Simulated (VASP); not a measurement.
W: single point with PBE

Crystal: W.

```xyz
2
Lattice="3.2154 0.0000 0.0000 0.0000 3.2154 0.0000 0.0000 0.0000 3.1645" Properties=species:S:1:pos:R:3 pbc="T T T"
W     0.0000    0.0000    0.0000
W     1.6077    1.6077    1.5822
```

This cell differs from its parent crystal: biaxial strain in the a-b plane: +1.0 %.

```json
{
 "Program": "VASP 6.6.1",
 "Task": "single point",
 "Functional": "PBE",
 "Potentials or basis": "VASP PAW PBE potentials, release 64 (W_sv)",
 "Cutoff": "520 eV",
 "k mesh": "16 × 16 × 16",
 "Occupations": "gaussian, width 0.1 eV",
 "Spin": "no spin polarisation"
}
```

```json
{
 "Pressure": "-3.5 GPa",
 "Band gap on the k mesh": "zero (bands 14 and 15 overlap by 1.21 eV)"
}
```

Stress tensor (GPa, compression positive):
```
-4.98  0.00  0.00
 0.00 -4.98  0.00
 0.00  0.00 -0.66
```

Levels at points of the mesh, in eV from the Fermi level:
| k point | band 10 | band 11 | band 12 | band 13 | band 14 | band 15 | band 16 | band 17 | band 18 | band 19 |
| --- | --- | --- | --- | --- | --- | --- | --- | --- | --- | --- |
| (0.00, 0.00, 0.00) | -5.63 | -5.59 | -1.34 | -1.13 | -1.13 | 2.02 | 2.29 | 4.89 | 4.89 | 4.96 |
| (0.50, 0.00, 0.00) | -5.21 | -2.71 | -2.71 | -0.58 | -0.58 | -0.42 | -0.42 | 1.32 | 1.32 | 3.19 |
| (0.50, 0.50, 0.00) | -6.11 | -3.30 | -3.30 | 0.47 | 0.47 | 1.85 | 1.85 | 2.89 | 2.89 | 5.81 |
| (0.00, 0.00, 0.50) | -5.10 | -2.65 | -2.65 | -0.62 | -0.62 | -0.62 | -0.62 | 1.22 | 1.22 | 3.55 |
| (0.50, 0.00, 0.50) | -6.10 | -3.51 | -3.51 | 0.59 | 0.59 | 2.10 | 2.10 | 3.05 | 3.05 | 5.86 |
| (0.50, 0.50, 0.50) | -2.95 | -2.95 | -2.95 | -2.85 | -2.85 | 3.06 | 3.06 | 3.20 | 3.20 | 6.31 |

Run time: 2.2 min on 1 thread of AMD EPYC 9R45 96-Core Processor (Zen 5), on a shared host, peak memory 0.28 GiB.

Caveat: the cell differs from its parent crystal (biaxial strain in the a-b plane: +1.0 %); the cell stands under tension; spin-orbit coupling is left out, which moves the levels of the heavy elements.
